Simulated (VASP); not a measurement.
Here is a VASP 6.6.1 calculation.

Contents of INCAR:

```
ALGO = Normal
EDIFF = 1E-6
ENCUT = 520
GGA = PS
ISIF = 2
ISMEAR = -1
LASPH = T
LCHARG = F
LREAL = Auto
LWAVE = F
NBANDS = 37
NELM = 80
PREC = Accurate
SIGMA = 0.05
```

File KPOINTS:

```
k-points
0
Gamma
  1 1 1
```

The input POSCAR:

```
H8CO6
1.0
    5.5112720000      0.0000000000      0.0000000000
    0.0000000000      5.5112720000      0.0000000000
    0.0000000000      0.0000000000      5.5112720000
O H C
6 8 1
Direct
    0.6476907690      1.0159179224      0.6020933099
    0.4549766370      0.4871289241      0.4369590178
    0.1256334291      0.8060389689      0.6210000160
    0.6865202806      0.3414093879      0.0497888691
    0.5481311755      0.8678577287      0.1671846354
    0.1828797417      1.0141397485      0.0645404545
    0.6174255235      1.1708186422      0.6839255983
    0.4638312172      0.9533189434      0.6177339823
    0.4919553961      0.5521592837      0.2763245944
    0.6008231856      0.4924453012      0.5695055515
    0.1688176523      0.6369491471      0.6798430562
   -0.0627622806      0.7977287276      0.6054319221
    0.7016166141      0.1949822110      0.1339436704
    0.8495497954      0.3972404193      0.0525105638
    0.3631103673      0.9349928655      0.1280648097
```

Potentials or basis: VASP PAW PBE potentials, release 64 (O, H, C).

The run is started by

```bash
$ cat potpaw_PBE.64/O/POTCAR potpaw_PBE.64/H/POTCAR potpaw_PBE.64/C/POTCAR > POTCAR
$ mpirun -np 1 vasp_gam > vasp.out
```

(1) Estimate the largest force.

(2) Predict the band gap on the k mesh.

(3) Predict the pressure.

Answers

(1) 8.519 eV/Å.

(2) 3.33 eV.

(3) 3.9 GPa.

Caveat: the k points lie up to 1.14 Å⁻¹ apart; the PAW data sets were made with another functional, which shifts forces and pressure a little.
